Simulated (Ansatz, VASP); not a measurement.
SnGe2 in VASP and in Ansatz

```
CELL_PARAMETERS angstrom
3.55293 0.00000 0.00000
-1.77646 3.07693 0.00000
0.00000 0.00000 12.88326
ATOMIC_POSITIONS crystal
Sn 0.33333 0.66667 0.00000
Sn 0.66667 0.33333 0.50000
Ge 0.66667 0.33333 0.17416
Ge 0.00000 0.00000 0.32584
Ge 0.33333 0.66667 0.67416
Ge 0.00000 0.00000 0.82584
```

Alike in both runs: task relaxation of cell and atoms; functional PBE; k mesh 6 × 6 × 2; occupations gaussian, width 0.1 eV; no spin polarisation.

|  | VASP | Ansatz |
| --- | --- | --- |
| version | VASP 6.6.1 | Ansatz 0.2.0 |
| potentials or method | VASP PAW PBE potentials, release 64 (Sn_d, Ge_d), cutoff 600 eV | scalar-relativistic, plane waves, PAW |
| valence electrons in the cell | 84 | 84 |

Ansatz gave:

| Quantity | Value |
| --- | --- |
| gap on the k mesh at the Fermi level, each at its own relaxed structure (eV) | none |
| relaxed volume (Å³/atom) | 23.55 |
| relaxed length of the cell vector where the two differ most in proportion (Å) | 9.999 |

Q: Which values does VASP return?

A: gap on the k mesh at the Fermi level, each at its own relaxed structure (eV): none; relaxed volume (Å³/atom): 23.54; relaxed length of the cell vector where the two differ most in proportion (Å): 10.050.

A gap of «none» marks a metal or a gap that the smearing closes.
